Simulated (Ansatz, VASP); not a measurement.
## Li16C: VASP beside Ansatz

```
Li C
1.0
     6.98000    0.00000    0.00000
     0.00000    6.98000    0.00000
     0.00000    0.00000    6.98000
Li C
16 1
Direct
  0.05763 0.00009 0.09618
  0.44245 0.00009 0.09618
  0.03565 0.50010 0.95757
  0.96994 0.00011 0.46691
  0.25003 0.28021 0.28317
  0.46441 0.50010 0.95757
  0.53012 0.00011 0.46690
  0.75004 0.28309 0.22398
  0.96707 0.50012 0.52612
  0.25003 0.71998 0.28315
  0.25003 0.19253 0.65389
  0.53300 0.50012 0.52612
  0.75004 0.71714 0.22396
  0.75003 0.21447 0.79250
  0.25003 0.80774 0.65390
  0.75003 0.78575 0.79249
  0.25003 0.00010 0.37500
```

Alike in both runs: functional PBE; k mesh 3 × 3 × 3; occupations fermi-dirac, width 0.15 eV; no spin polarisation.

Ansatz relaxed the structure, and its values are those at the end. VASP's run is a single point on that final structure, the one shown.

|  | VASP | Ansatz |
| --- | --- | --- |
| version | VASP 6.6.1 | Ansatz 0.2.0 |
| potentials or method | VASP PAW PBE potentials, release 64 (Li_sv, C), cutoff 520 eV | scalar-relativistic, plane waves, PAW |
| valence electrons in the cell | 52 | 52 |

|  | VASP | Ansatz | Ansatz less VASP |
| --- | --- | --- | --- |
| rms of the force components (eV/Å) | 0.003 | 0.001 | -0.0025 |

Noted on VASP's run: the cutoff is short for stress, so the pressure is rough.
